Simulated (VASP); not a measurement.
# Zn (P6_3/mmc) in VASP: settings compared

Zn is run at these levels: PBEsol, PBE+D4; tasks: single point.

All numbers are computed with VASP 6.6.1; they aren't measurements. Logs are shortened: lines on timing, memory, paths and dates and some standing lists are left out, and cuts for length are marked.

**1. The cell of the first run**

It takes space group P6_3/mmc (No. 194, hexagonal). Conventional cell: a = 2.613 Å, b = 2.613 Å, c = 4.772 Å, α = 90.00°, β = 90.00°, γ = 120.00°. Zn (site symmetry -6m2) has 12 Zn at 2.61 to 2.82 Å within 3.4 Å.

**2. Single point, PBEsol**

File INCAR:

```
ALGO = Normal
EDIFF = 1E-7
ENCUT = 520
GGA = PS
ISIF = 2
ISMEAR = 0
LASPH = True
LCHARG = True
LELF = True
LREAL = False
LVHAR = True
LWAVE = False
NBANDS = 19
NELM = 80
PREC = Accurate
SIGMA = 0.1
```

File KPOINTS:

```
k-points
0
Gamma
  10 10 4
```

File POSCAR:

```
Zn
1.0
    2.6131179381      0.0000000000      0.0000000000
   -1.3065589691      2.2630265175      0.0000000000
    0.0000000000      0.0000000000      4.7717877626
Zn
2
Direct
    0.3333333333      0.6666666667      0.2500000000
    0.6666666667      0.3333333333      0.7500000000
```

Potentials or basis: VASP PAW PBE potentials, release 64 (Zn).

The run is started by

```sh
cat potpaw_PBE.64/Zn/POTCAR > POTCAR
mpirun -np 1 vasp_std > vasp.out
```

OUTCAR:

```text
EDIFF = 1E-7
   ENCUT = 520
   GGA = PS
   ISIF = 2
   ISMEAR = 0
   LASPH = True
   LREAL = False
   NELM = 80
   PREC = Accurate

 ion  position               nearest neighbor table
   1  0.333  0.667  0.250-   2 2.82   2 2.82   2 2.82   2 2.82   2 2.82   2 2.82
   2  0.667  0.333  0.750-   1 2.82   1 2.82   1 2.82   1 2.82   1 2.82   1 2.82

  LATTYP: Found a hexagonal cell.
 ALAT       =     2.6131179381
 C/A-ratio  =     1.8260897042

  Lattice vectors:

 A1 = (   2.6131179381,   0.0000000000,   0.0000000000)
 A2 = (  -1.3065589691,   2.2630265175,   0.0000000000)
 A3 = (   0.0000000000,   0.0000000000,   4.7717877626)

Analysis of symmetry for initial positions (statically):
=====================================================================
 Subroutine PRICEL returns:
 Original cell was already a primitive cell.

 Routine SETGRP: Setting up the symmetry group for a
 hexagonal supercell.

 Subroutine GETGRP returns: Found 24 space group operations
 (whereof 12 operations were pure point group operations)
 out of a pool of 24 trial point group operations.

The static configuration has the point symmetry D_3d.
 The point group associated with its full space group is D_6h.

Analysis of symmetry for dynamics (positions and initial velocities):
=====================================================================
 Subroutine PRICEL returns:
 Original cell was already a primitive cell.

 Routine SETGRP: Setting up the symmetry group for a
 hexagonal supercell.

 Subroutine GETGRP returns: Found 24 space group operations
 (whereof 12 operations were pure point group operations)
 out of a pool of 24 trial point group operations.

The dynamic configuration has the point symmetry D_3d.
 The point group associated with its full space group is D_6h.

 Subroutine INISYM returns: Found 24 space group operations
 (whereof 12 operations are pure point group operations),
 and found     1 'primitive' translations

----------------------------------------------------------------------------------------

                                     Primitive cell

  volume of cell :      28.2182

  direct lattice vectors                    reciprocal lattice vectors
     2.613117938  0.000000000  0.000000000     0.382684603  0.220943058  0.000000000
    -1.306558969  2.263026518  0.000000000     0.000000000  0.441886117  0.000000000
     0.000000000  0.000000000  4.771787763     0.000000000  0.000000000  0.209565062

  length of vectors
     2.613117938  2.613117938  4.771787763     0.441886117  0.441886117  0.209565062

[... 79 lines left out ...]
   NELM   =     80;   NELMIN=  2; NELMDL= -5     # of ELM steps
   EDIFF  = 0.1E-06   stopping-criterion for ELM
   LREAL  =      F    real-space projection
   EDIFFG = 0.1E-05   stopping-criterion for IOM
   NSW    =      0    number of steps for IOM
   IBRION =     -1    ionic relax: 0-MD 1-quasi-New 2-CG
   NFREE  =      0    steps in history (QN), initial steepest desc. (CG)
   ISIF   =      2    stress and relaxation
   ISYM   =      2    0-nonsym 1-usesym 2-fastsym
   POTIM  = 0.5000    time-step for ionic-motion
   TEBEG  =    0.0;   TEEND  =   0.0 temperature during run
   PSTRESS=    0.0 pullay stress
   NELECT =      24.0000    total number of electrons
   NUPDOWN=      -1.0000    fix difference up-down
   EMIN   =  10.00;   EMAX   =-10.00  energy-range for DOS
   EFERMI =   0.00;   METHOD = LEGACY
   ISMEAR =     0;   SIGMA  =   0.10  broadening in eV -4-tet -1-fermi 0-gaus
   EFERMI_NEDOS =   21; number of points for ismear=-14 and -15
   IALGO  =     38    algorithm
   IMIX   =      4    mixing-type and parameters
     AMIX     =   0.40;   BMIX     =  1.00
     AMIX_MAG =   1.60;   BMIX_MAG =  1.00
  volume/ion in A,a.u.               =      14.11        95.21
  Fermi-wavevector in a.u.,A,eV,Ry     =   1.551084  2.931124 32.733734  2.405862
  Thomas-Fermi vector in A             =   2.655654
   LORBIT       =      0    0 simple, 1 ext, 2 COOP (PROOUT), +10 PAW based schemes
   GGA     = PS    functional components
   LHFCALC =     F    Hartree Fock is set to
   AEXX    =    0.0000 exact exchange contribution
   IVDW    =     0    specifies the selected vdW correction
   LEPSILON=     F    determine dielectric tensor
   LRPA    =     F    only Hartree local field effects (RPA)
 non-spin polarized calculation
 Gauss-broadening in eV      SIGMA  =   0.10
  energy-cutoff  :      520.00
  volume of cell :       28.22
 maximum number of plane-waves:       774
 NGX is ok and might be reduce to    20
   NGX =  9   NGY =  9   NGZ = 17

 number of electron      24.0000025 magnetization

 Free energy of the ion-electron system (eV)
  ---------------------------------------------------
  ext. energy  EPLUGINS =         0.00000000
  ---------------------------------------------------
  free energy    TOTEN  =        -3.20895762 eV

  energy without entropy =       -3.20714703  energy(sigma->0) =       -3.20805233

 E-fermi :   3.4842     XC(G=0): -12.1036

 val. band max:        3.4232514473   @ k =   0.3000   0.1000   0.0000
 cond. band min:       3.5380983819   @ k =   0.4000   0.0000   0.0000
 fundamental gap:      0.1148469346
 Fermi energy:         3.4841608815

 k-point     1 :       0.0000    0.0000    0.0000
  band No.  band energies     occupation
      1      -7.5363      2.00000
      2      -5.4216      2.00000
      3      -4.5999      2.00000
      4      -4.3535      2.00000
      5      -4.3535      2.00000
      6      -4.2901      2.00000
[... 505 lines left out ...]
      6      -4.0093      2.00000
[... 11 lines left out ...]
     18      15.3809      0.00000
     19      20.2980      0.00000

 [... further k-points ...]

------------------------ aborting loop because EDIFF is reached ----------------------------------------

  FORCE on cell =-STRESS in cart. coord.  units (eV):
  Direction    XX          YY          ZZ          XY          YZ          ZX
  --------------------------------------------------------------------------------------
  -------------------------------------------------------------------------------------
  Total        0.0956464      0.0956464      0.0621060     -0.0000000      0.0000000      0.0000000
  in kB        5.4306226      5.4306226      3.5262585     -0.0000000      0.0000000      0.0000000
  external PRESSURE =       4.7958346 kB  Pullay stress =       0.0000000 kB

 VOLUME and BASIS-vectors are now :
 -----------------------------------------------------------------------------
  energy-cutoff  :      520.00
  volume of cell :       28.22
      direct lattice vectors                 reciprocal lattice vectors
     2.613117938  0.000000000  0.000000000     0.382684603  0.220943058  0.000000000
    -1.306558969  2.263026518  0.000000000     0.000000000  0.441886117  0.000000000
     0.000000000  0.000000000  4.771787763     0.000000000  0.000000000  0.209565062

 POSITION                                       TOTAL-FORCE (eV/Angst)
 -----------------------------------------------------------------------------------
     -0.00000      1.50868      1.19295         0.000000     -0.000000      0.000000
      1.30656      0.75434      3.57884        -0.000000      0.000000      0.000000
 -----------------------------------------------------------------------------------
    total drift:                               -0.000000      0.000000      0.000000

  FREE ENERGIE OF THE ION-ELECTRON SYSTEM (eV)
  ---------------------------------------------------
  free  energy   TOTEN  =        -3.2089576249 eV

  energy  without entropy=       -3.2071470331  energy(sigma->0) =       -3.20805233
```

It took 26 s on 1 thread of Intel Xeon 8259CL, shared host; peak memory 0.15 GiB.

Results:

- Free energy: -3.2090 eV
- Pressure: 0.5 GPa
- Band gap on the k mesh: zero (bands 12 and 13 overlap by 3.93 eV)

Stress tensor (GPa, compression positive):
```
0.54 0.00 0.00
0.00 0.54 0.00
0.00 0.00 0.35
```

Caveat: the PAW data sets were made with another functional, which shifts forces and pressure a little.

**3. Single point, PBE+D4**

This run uses another cell than the first one, of 14.43 Å³/atom.

File INCAR:

```
  PREC = Accurate
  ENCUT = 520
  EDIFF = 1E-6
  ISMEAR = 0
  SIGMA = 0.1
  LREAL = False
  LASPH = True
  NELM = 60
  ALGO = Normal
  ISIF = 2
  LWAVE = False
  LCHARG = False
  GGA = PE
  IVDW = 13
  NBANDS = 19
```

File KPOINTS:

```
Automatic mesh
0
Gamma
  10 10 4
```

File POSCAR:

```
Zn
1.0
    2.6325188478      0.0000000000      0.0000000000
   -1.3162594239      2.2798281982      0.0000000000
    0.0000000000      0.0000000000      4.8083495129
Zn
2
Direct
    0.3333333333      0.6666666667      0.2500000000
    0.6666666667      0.3333333333      0.7500000000
```

Potentials or basis: VASP PAW PBE potentials, release 64 (Zn).

The run is started by

```sh
cat potpaw_PBE.64/Zn/POTCAR > POTCAR
mpirun -np 1 vasp_std > vasp.out
```

Wall time 21 s (1 thread of Intel Xeon 8259CL, shared host); peak memory 0.15 GiB.

The run converged. Its results:

| Property | Result |
| --- | --- |
| Free energy | -2.9066 eV |
| Pressure | 0.4 GPa |
| Band gap on the k mesh | zero (bands 12 and 13 overlap by 3.96 eV) |
| Dispersion energy per atom | -0.337 eV |

Stress tensor (GPa, compression positive):
```
0.49 0.00 0.00
0.00 0.49 0.00
0.00 0.00 0.25
```

Levels at points of the mesh, in eV from the Fermi level:
```
           k point  band 9  band 10  band 11  band 12  band 13  band 14  band 15  band 16
(0.00, 0.00, 0.00)   -7.42    -7.17    -7.17    -3.82    -2.80    14.68    17.80    17.80
(0.50, 0.00, 0.00)   -6.99    -6.97    -3.05    -2.27     2.88     3.60     4.52     5.87
(0.00, 0.00, 0.50)   -7.27    -7.27    -7.27    -7.27     5.09     5.09    19.19    19.19
(0.50, 0.00, 0.50)   -6.98    -6.98    -2.05    -2.05     0.19     0.19    10.73    10.73
```

The gap in the log of VASP goes by the Fermi energy; the results here count the filled bands.